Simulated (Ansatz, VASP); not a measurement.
**VCrC2 in VASP and in Ansatz**

Contents of INCAR:

```
SYSTEM = VCrC2
ALGO = Normal ; EDIFF = 1E-7
ENCUT = 520 ; GGA = PE
ISIF = 2 ; ISMEAR = 0
ISPIN = 2 ; LASPH = .True.
LCHARG = .True. ; LELF = .True.
LMAXMIX = 4 ; LORBIT = 11
LREAL = .False. ; LVHAR = .True.
LWAVE = .False. ; MAGMOM = 2 -3 0 0
NBANDS = 28 ; NELM = 150
PREC = Accurate ; SIGMA = 0.1
```

The input KPOINTS:

```
k-points
0
Gamma
  6 6 4
  0 0 0
```

POSCAR

```
VCrC2
1.0
    3.6586133300      0.0000000000      0.0000000000
   -1.8293066700      3.1684520900      0.0000000000
    0.0000000000      0.0000000000      4.6132974900
V Cr C
1 1 2
Direct
    0.0000000000      0.0000000000      0.0000000000
    0.0000000000      0.0000000000      0.5000000000
    0.3333333300      0.6666666700      0.0000000000
    0.6666666700      0.3333333300      0.0000000000
```

Input for Ansatz:

```yaml
crystal:
  lattice:
    - [3.65861333, 0.0, 0.0]
    - [-1.82930667, 3.16845209, 0.0]
    - [0.0, 0.0, 4.61329749]
  atoms:
    - { symbol: V, position: [0.0, 0.0, 0.0], spin: 2.0 }
    - { symbol: Cr, position: [0.0, 0.0, 0.5], spin: -3.0 }
    - { symbol: C, position: [0.33333333, 0.66666667, 0.0] }
    - { symbol: C, position: [0.66666667, 0.33333333, 0.0] }
basis:
  ecutwfc: 420
kpoints:
  mp_grid: { grid: [6, 6, 4] }
hamiltonian:
  xc: pbe
scf:
  occupations: { method: gaussian, width: 0.1 }
  lower_state_search: "off"
output:
  forces: true
  stress: true
  eigenvalues: true
  populations: true
magnetization:
  spin_polarized: true
```

Alike in both runs: task single point; functional PBE; k mesh 6 × 6 × 4; occupations gaussian, width 0.1 eV; collinear spin.

|  | VASP | Ansatz |
| --- | --- | --- |
| version | VASP 6.6.1 | Ansatz 0.2.0 |
| potentials or method | VASP PAW PBE potentials, release 64 (V_sv, Cr_pv, C), cutoff 520 eV | scalar-relativistic, plane waves, PAW |
| valence electrons in the cell | 33 | 35 |

|  | VASP | Ansatz | Ansatz less VASP |
| --- | --- | --- | --- |
| gap on the k mesh at the Fermi level (eV) | none | none | - |
| pressure (GPa) | -1.1 | -1.4 | -0.31 |
| traceless stress, the component that is largest in VASP (GPa) | 8.02 | 7.93 | -0.092 |
| net moment per atom (μB) | 0.68 | 0.69 | +0.001 |
| size of the moment on the site where the two differ most (μB) | 3.33 | 3.01 | -0.313 |

Site moments also hang on the region over which each program counts them. A gap of «none» marks a metal or a gap that the smearing closes. VASP's potentials hold 33 valence electrons a cell and Ansatz's 35, so a difference there can come from the potentials and not from the codes.
